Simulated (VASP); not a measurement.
# Tb (P6_3/mmc) in VASP: electric field gradients with LDA

Aim: the electric field gradients of Tb with LDA.

All numbers are computed with VASP 6.6.1; they aren't measurements. Logs are shortened: lines on timing, memory, paths and dates and some standing lists are left out, and cuts for length are marked.

**1. The cell of the first run**

Symmetry: P6_3/mmc, No. 194, hexagonal system. Conventional cell: a = 3.601 Å, b = 3.601 Å, c = 5.694 Å, α = 90.00°, β = 90.00°, γ = 120.00°. Within 4.6 Å of Tb (site symmetry -6m2) lie 12 Tb at 3.53 to 3.60 Å.

**2. Electric field gradients, LDA, collinear spin, ferromagnetic start**

INCAR

```
  PREC = Accurate
  ENCUT = 520
  EDIFF = 1E-8
  ISMEAR = -1
  SIGMA = 0.05
  LREAL = False
  LASPH = True
  NELM = 150
  ALGO = Normal
  ISIF = 2
  LWAVE = False
  LCHARG = False
  ISPIN = 2
  MAGMOM = 6 6
  LORBIT = 11
  LMAXMIX = 6
  GGA = CA
  LEFG = True
  NBANDS = 30
```

KPOINTS

```
regular mesh
0
Gamma
  12 12 7
```

POSCAR

```
Tb
1.0
    3.6010010916      0.0000000000      0.0000000000
   -1.8005005458      3.1185584244      0.0000000000
    0.0000000000      0.0000000000      5.6936000000
Tb
2
Direct
    0.3333333333      0.6666666667      0.2500000000
    0.6666666667      0.3333333333      0.7500000000
```

Potentials or basis: VASP PAW PBE potentials, release 64 (Tb).

The run is started by

```console
$ cat potpaw_PBE.64/Tb/POTCAR > POTCAR
$ mpirun -np 1 vasp_std > vasp.out
```

OUTCAR:

```text
PREC = Accurate
   ENCUT = 520
   EDIFF = 1E-8
   ISMEAR = -1
   LREAL = False
   LASPH = True
   NELM = 150
   ISIF = 2
   ISPIN = 2
   LORBIT = 11
   GGA = CA

 ion  position               nearest neighbor table
   1  0.333  0.667  0.250-   2 3.53   2 3.53   2 3.53   2 3.53   2 3.53   2 3.53
   2  0.667  0.333  0.750-   1 3.53   1 3.53   1 3.53   1 3.53   1 3.53   1 3.53

  LATTYP: Found a hexagonal cell.
 ALAT       =     3.6010010916
 C/A-ratio  =     1.5811158773

  Lattice vectors:

 A1 = (   3.6010010916,   0.0000000000,   0.0000000000)
 A2 = (  -1.8005005458,   3.1185584244,   0.0000000000)
 A3 = (   0.0000000000,   0.0000000000,   5.6936000000)

Analysis of symmetry for initial positions (statically):
=====================================================================
 Subroutine PRICEL returns:
 Original cell was already a primitive cell.

 Routine SETGRP: Setting up the symmetry group for a
 hexagonal supercell.

 Subroutine GETGRP returns: Found 24 space group operations
 (whereof 12 operations were pure point group operations)
 out of a pool of 24 trial point group operations.

The static configuration has the point symmetry D_3d.
 The point group associated with its full space group is D_6h.

Analysis of symmetry for dynamics (positions and initial velocities):
=====================================================================
 Subroutine PRICEL returns:
 Original cell was already a primitive cell.

 Routine SETGRP: Setting up the symmetry group for a
 hexagonal supercell.

 Subroutine GETGRP returns: Found 24 space group operations
 (whereof 12 operations were pure point group operations)
 out of a pool of 24 trial point group operations.

The dynamic configuration has the point symmetry D_3d.
 The point group associated with its full space group is D_6h.

Analysis of structural, dynamic, and magnetic symmetry:
=====================================================================
 Subroutine PRICEL returns:
 Original cell was already a primitive cell.

 Routine SETGRP: Setting up the symmetry group for a
 hexagonal supercell.

 Subroutine GETGRP returns: Found 24 space group operations
 (whereof 12 operations were pure point group operations)
 out of a pool of 24 trial point group operations.

The overall configuration has the point symmetry D_3d.
 The point group associated with its full space group is D_6h.

 Subroutine INISYM returns: Found 24 space group operations
 (whereof 12 operations are pure point group operations),
 and found     1 'primitive' translations

----------------------------------------------------------------------------------------

                                     Primitive cell

  volume of cell :      63.9387

  direct lattice vectors                    reciprocal lattice vectors
     3.601001092  0.000000000  0.000000000     0.277700555  0.160330490  0.000000000
    -1.800500546  3.118558424  0.000000000     0.000000000  0.320660980  0.000000000
     0.000000000  0.000000000  5.693600000     0.000000000  0.000000000  0.175635802

  length of vectors
     3.601001092  3.601001092  5.693600000     0.320660980  0.320660980  0.175635802

  position of ions in fractional coordinates (direct lattice)
     0.333333333  0.666666667  0.250000000
     0.666666667  0.333333333  0.750000000

  ion indices of the primitive-cell ions
   primitive index   ion index
                 1           1
                 2           2

----------------------------------------------------------------------------------------

 KPOINTS: regular mesh

Automatic generation of k-mesh.
 Grid dimensions read from file:
 generate k-points for:   12   12    7

 Generating k-lattice:

  Cartesian coordinates                     Fractional coordinates (reciprocal lattice)
     0.023141713  0.013360874  0.000000000     0.083333333  0.000000000  0.000000000
     0.000000000  0.026721748  0.000000000     0.000000000  0.083333333  0.000000000
     0.000000000  0.000000000  0.025090829     0.000000000  0.000000000  0.142857143

  Length of vectors
     0.026721748  0.026721748  0.025090829

  Shift w.r.t. Gamma in fractional coordinates (k-lattice)
     0.000000000  0.000000000  0.000000000

 Subroutine IBZKPT returns following result:
 ===========================================

 Found     76 irreducible k-points:

 Following reciprocal coordinates:
            Coordinates               Weight
  0.000000  0.000000  0.000000      1.000000
  0.083333  0.000000  0.000000      6.000000
  0.166667 -0.000000  0.000000      6.000000
  0.250000  0.000000  0.000000      6.000000
  0.333333 -0.000000  0.000000      6.000000
  0.416667 -0.000000  0.000000      6.000000
[... 16 lines left out ...]
  0.250000  0.000000  0.142857     12.000000
  0.333333 -0.000000  0.142857     12.000000
 [... further k-points ...]
   k-points           NKPTS =     76   k-points in BZ     NKDIM =     76   number of bands    NBANDS=     30
   number of dos      NEDOS =    301   number of ions     NIONS =      2
   total plane-waves  NPLWV =  32928
   dimension x,y,z NGX =    28 NGY =   28 NGZ =   42
   dimension x,y,z NGXF=    56 NGYF=   56 NGZF=   84
   ions per type =               2
   NGX,Y,Z   is equivalent  to a cutoff of  12.93, 12.93, 12.26 a.u.
   NGXF,Y,Z  is equivalent  to a cutoff of  25.85, 25.85, 24.53 a.u.
 SYSTEM =  unknown system
   PREC   = accura    normal or accurate (medium, high low for compatibility)
   ISTART =      0    job   : 0-new  1-cont  2-samecut
   ICHARG =      2    charge: 1-file 2-atom 10-const
   ISPIN  =      2    spin polarized calculation?
   LNONCOLLINEAR =      F non collinear calculations
   LSORBIT =      F    spin-orbit coupling
   LASPH  =      T    aspherical Exc in radial PAW
   ENCUT  =  520.0 eV  38.22 Ry    6.18 a.u.   6.70  6.70 10.59*2*pi/ulx,y,z
   NELM   =    150;   NELMIN=  2; NELMDL= -5     # of ELM steps
   EDIFF  = 0.1E-07   stopping-criterion for ELM
   LREAL  =      F    real-space projection
   EDIFFG = 0.1E-06   stopping-criterion for IOM
   NSW    =      0    number of steps for IOM
   IBRION =     -1    ionic relax: 0-MD 1-quasi-New 2-CG
   NFREE  =      0    steps in history (QN), initial steepest desc. (CG)
   ISIF   =      2    stress and relaxation
   ISYM   =      2    0-nonsym 1-usesym 2-fastsym
   POTIM  = 0.5000    time-step for ionic-motion
   TEBEG  =    0.0;   TEEND  =   0.0 temperature during run
   PSTRESS=    0.0 pullay stress
   NELECT =      38.0000    total number of electrons
   NUPDOWN=      -1.0000    fix difference up-down
   EMIN   =  10.00;   EMAX   =-10.00  energy-range for DOS
   EFERMI =   0.00;   METHOD = LEGACY
   ISMEAR =    -1;   SIGMA  =   0.05  broadening in eV -4-tet -1-fermi 0-gaus
   EFERMI_NEDOS =   21; number of points for ismear=-14 and -15
   IALGO  =     38    algorithm
   IMIX   =      4    mixing-type and parameters
     AMIX     =   0.40;   BMIX     =  1.00
     AMIX_MAG =   1.60;   BMIX_MAG =  1.00
  volume/ion in A,a.u.               =      31.97       215.74
  Fermi-wavevector in a.u.,A,eV,Ry     =   1.376411  2.601039 25.776320  1.894506
  Thomas-Fermi vector in A             =   2.501658
   LORBIT       =     11    0 simple, 1 ext, 2 COOP (PROOUT), +10 PAW based schemes
   GGA     = CA    functional components
   LHFCALC =     F    Hartree Fock is set to
   AEXX    =    0.0000 exact exchange contribution
   IVDW    =     0    specifies the selected vdW correction
   LEPSILON=     F    determine dielectric tensor
   LRPA    =     F    only Hartree local field effects (RPA)
 spin polarized calculation
  energy-cutoff  :      520.00
  volume of cell :       63.94
 maximum number of plane-waves:      1743
 NGX is ok and might be reduce to    28
   NGX = 13   NGY = 13   NGZ = 21

 number of electron      37.9999993 magnetization      11.7580761

 Free energy of the ion-electron system (eV)
  ---------------------------------------------------
  ext. energy  EPLUGINS =         0.00000000
  ---------------------------------------------------
  free energy    TOTEN  =       -19.26827963 eV

  energy without entropy =      -19.10908671  energy(sigma->0) =      -19.18868317

 E-fermi :   2.5857     XC(G=0): -10.3930

 val. band max:        2.5839450752   @ k =   0.3333   0.1667   0.1429
 cond. band min:       2.5863499584   @ k =   0.3333   0.3333   0.0000
 fundamental gap:      0.0024048832
 Fermi energy:         2.5856650588

 spin component 1

 k-point     1 :       0.0000    0.0000    0.0000
  band No.  band energies     occupation
      1     -43.1390      1.00000
      2     -43.0655      1.00000
      3     -20.3136      1.00000
      4     -19.6878      1.00000
      5     -19.6878      1.00000
      6     -19.5723      1.00000
[... 22 lines left out ...]
     29       5.0184      0.00000
     30       5.0184      0.00000

 k-point     2 :       0.0833    0.0000    0.0000
  band No.  band energies     occupation
      1     -43.1354      1.00000
      2     -43.0641      1.00000
      3     -20.2974      1.00000
      4     -19.7227      1.00000
      5     -19.6995      1.00000
      6     -19.6091      1.00000
[... 718 lines left out ...]
 k-point    24 :       0.3333   -0.0000    0.1429
  band No.  band energies     occupation
      1     -43.0935      1.00000
      2     -43.0553      1.00000
      3     -20.1534      1.00000
      4     -20.0142      1.00000
      5     -19.9619      1.00000
      6     -19.8006      1.00000
[... 22 lines left out ...]
     29       4.5031      0.00000
     30       6.7625      0.00000

 [... further k-points ...]

 spin component 2

 k-point     1 :       0.0000    0.0000    0.0000
  band No.  band energies     occupation
      1     -40.8043      1.00000
      2     -40.7154      1.00000
      3     -18.6866      1.00000
      4     -17.9433      1.00000
      5     -17.9433      1.00000
      6     -17.8095      1.00000
[... 22 lines left out ...]
     29       5.6956      0.00000
     30       5.6956      0.00000

 k-point     2 :       0.0833    0.0000    0.0000
  band No.  band energies     occupation
      1     -40.8000      1.00000
      2     -40.7138      1.00000
      3     -18.6673      1.00000
      4     -17.9853      1.00000
      5     -17.9572      1.00000
      6     -17.8540      1.00000
[... 718 lines left out ...]
 k-point    24 :       0.3333   -0.0000    0.1429
  band No.  band energies     occupation
      1     -40.7491      1.00000
      2     -40.7030      1.00000
      3     -18.4983      1.00000
      4     -18.3367      1.00000
      5     -18.2716      1.00000
      6     -18.0773      1.00000
[... 22 lines left out ...]
     29       5.1450      0.00000
     30       7.5138      0.00000

 [... further k-points ...]
[... 5 lines left out ...]
  --------------------------------------------------------------------------------------
  -------------------------------------------------------------------------------------
  Total       -1.8600795     -1.8600795     -1.7165531      0.0000000      0.0000000      0.0000000
  in kB      -46.6098813    -46.6098813    -43.0133949      0.0000000      0.0000000      0.0000000
  external PRESSURE =     -45.4110525 kB  Pullay stress =       0.0000000 kB

 VOLUME and BASIS-vectors are now :
 -----------------------------------------------------------------------------
  energy-cutoff  :      520.00
  volume of cell :       63.94
      direct lattice vectors                 reciprocal lattice vectors
     3.601001092  0.000000000  0.000000000     0.277700555  0.160330490  0.000000000
    -1.800500546  3.118558424  0.000000000     0.000000000  0.320660980  0.000000000
     0.000000000  0.000000000  5.693600000     0.000000000  0.000000000  0.175635802

 POSITION                                       TOTAL-FORCE (eV/Angst)
 -----------------------------------------------------------------------------------
     -0.00000      2.07904      1.42340         0.000000      0.000000      0.000000
      1.80050      1.03952      4.27020        -0.000000     -0.000000      0.000000
 -----------------------------------------------------------------------------------
    total drift:                               -0.000000      0.000000     -0.000000

  FREE ENERGIE OF THE ION-ELECTRON SYSTEM (eV)
  ---------------------------------------------------
  free  energy   TOTEN  =       -19.2682796327 eV

  energy  without entropy=      -19.1090867124  energy(sigma->0) =      -19.18868317

 Electric field gradients (V/A^2)
---------------------------------------------------------------------
 ion       V_xx      V_yy      V_zz      V_xy      V_xz      V_yz
---------------------------------------------------------------------
   1     -10.974   -10.975    21.948    -0.001     0.000    -0.000
   2     -10.974   -10.975    21.948    -0.001    -0.000     0.000
---------------------------------------------------------------------

 Electric field gradients after diagonalization (V/A^2)
 (convention: |V_zz| > |V_xx| > |V_yy|)
----------------------------------------------------------------------
 ion       V_xx      V_yy      V_zz     asymmetry (V_yy - V_xx)/ V_zz
----------------------------------------------------------------------
   1     -10.975   -10.973    21.948       0.000
   2     -10.975   -10.973    21.948       0.000
----------------------------------------------------------------------

           NMR quadrupolar parameters

 Cq : quadrupolar parameter    Cq=e*Q*V_zz/h
 eta: asymmetry parameters     (V_yy - V_xx)/ V_zz
 Q  : nuclear electric quadrupole moment in mb (millibarn)
----------------------------------------------------------------------
 ion       Cq(MHz)       eta       Q (mb)
----------------------------------------------------------------------
   1       0.053       0.000       1.000
   2       0.053       0.000       1.000
----------------------------------------------------------------------

 total charge

# of ion       s       p       d       f       tot
--------------------------------------------------
    1        2.087   5.570   0.517   8.133  16.306
    2        2.087   5.570   0.517   8.133  16.306
--------------------------------------------------
tot          4.173  11.141   1.034  16.266  32.613

 magnetization (x)

# of ion       s       p       d       f       tot
--------------------------------------------------
    1        0.002  -0.036   0.069   5.658   5.692
    2        0.002  -0.036   0.069   5.658   5.692
--------------------------------------------------
tot          0.004  -0.073   0.138  11.316  11.385
```

Run time: 12 min. Hardware: 1 thread of Intel Xeon 6975P-C (Granite Rapids), shared host; peak memory 0.32 GiB.

Results:

```yaml
Free_energy: -19.2683 eV
Pressure: -4.5 GPa
Net_moment: 11.76 μB per cell
Site_moments: Tb +5.69 μB
Largest_electric_field_gradient_by_atom: Tb +21.9 V/Å²
Valence_electrons_inside_the_program's_atomic_spheres: Tb 16.31
```

Stress tensor (GPa, compression positive):
```
-4.66  0.00  0.00
 0.00 -4.66  0.00
 0.00  0.00 -4.30
```

Levels at points of the mesh, in eV from the Fermi level:
Spin up:
| k point | band 23 | band 24 | band 25 | band 26 | band 27 | band 28 |
| --- | --- | --- | --- | --- | --- | --- |
| (0.00, 0.00, 0.00) | -3.68 | -2.12 | 1.49 | 1.75 | 1.75 | 2.03 |
| (0.50, 0.00, 0.00) | -1.79 | -1.41 | -0.97 | 0.29 | 1.45 | 1.58 |
Spin down:
```csv
k point,band 11,band 12,band 13,band 14,band 15,band 16
"(0.00, 0.00, 0.00)",-0.12,-0.09,-0.03,0.06,0.07,0.07
"(0.50, 0.00, 0.00)",-0.64,-0.06,0.08,0.08,0.14,0.15
```

Electric field gradients, principal values (V/Å²):
```tsv
atom	least	middle	greatest (by size)
1 Tb	-10.973	-10.975	21.948
2 Tb	-10.973	-10.975	21.948
```

Caveat: the magnetic or orbital state may not be the lowest; the cell stands under tension; without QUAD_EFG the Cq values of the log hold for a quadrupole moment of 1 mb, not for the nuclei; the PAW data sets were made with another functional, which shifts forces and pressure a little; spin-orbit coupling is left out, which moves the levels of the heavy elements; semilocal functionals describe open f shells poorly, which spoils levels, moments and volumes. The state reached can hang on the start; a lower one may exist.
